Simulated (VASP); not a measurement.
## Mg: relaxation of cell and atoms with PBE

The system is Mg.

```xyz
2
Lattice="-2.3489 2.3489 1.2716 2.3489 -2.3489 1.2716 2.3489 2.3489 -1.2716" Properties=species:S:1:pos:R:3 pbc="T T T"
Mg    0.0000   -1.1744   -0.3179
Mg    0.0000    1.1744    0.3179
```

| Quantity | Value |
| --- | --- |
| Program | VASP 6.6.1 |
| Task | relaxation of cell and atoms |
| Functional | PBE |
| Potentials or basis | VASP PAW PBE potentials, release 64 (Mg) |
| Cutoff | 600 eV |
| k mesh | 17 × 17 × 17 |
| Occupations | fermi-dirac, width 0.1 eV |
| Spin | no spin polarisation |
| Target pressure | 50 GPa |
| Dipole correction | no |
| Further INCAR settings | ALGO = Normal; EDIFF = 1e-06; IBRION = 2; EDIFFG = -0.005; NSW = 32; ISIF = 3 |

```
Relaxed volume                                         : 14.06 Å³/atom
Relaxed cell                                           : a = 3.560 Å, b = 3.560 Å, c = 3.560 Å, α = 97.35°, β = 97.35°, γ = 138.10°
Space group after relaxing (to 0.05 Å)                 : I4_1/amd (No. 141)
Energy change on relaxing (the enthalpy is what falls) : -10.7 meV/atom
Ionic steps                                            : 3
Pressure after relaxing                                : 50.0 GPa
Band gap on the k mesh                                 : zero (band 2 reaches 10.75 eV, above the bottom of band 3 at 3.75 eV)
```

Step by step:
| step | energy change (eV) | largest force (eV/Å) | pressure (GPa) | volume (Å³) |
| --- | --- | --- | --- | --- |
| 1 | 0.0000 | 0.0000 | 50.44 | 28.06 |
| 2 | -0.0491 | 0.0000 | 49.44 | 28.22 |
| 3 | -0.0214 | 0.0000 | 50.00 | 28.13 |

Final structure:
```
CELL_PARAMETERS angstrom
-2.35058 2.35058 1.27279
2.35058 -2.35058 1.27279
2.35058 2.35058 -1.27279
ATOMIC_POSITIONS crystal
Mg 0.62500 0.87500 0.75000
Mg 0.37500 0.12500 0.25000
```

Levels at points of the mesh, in eV from the Fermi level:
| k point | band 1 | band 2 | band 3 | band 4 | band 5 |
| --- | --- | --- | --- | --- | --- |
| (0.00, 0.00, 0.00) | -9.37 | 2.23 | 2.95 | 2.95 | 5.62 |

Wall time 120 s on 1 thread of Oxide Virtual Turin-like Processor, on a shared host, peak memory 0.21 GiB.

Caveat: the cell is relaxed towards a set pressure, so the enthalpy falls and the energy may rise.
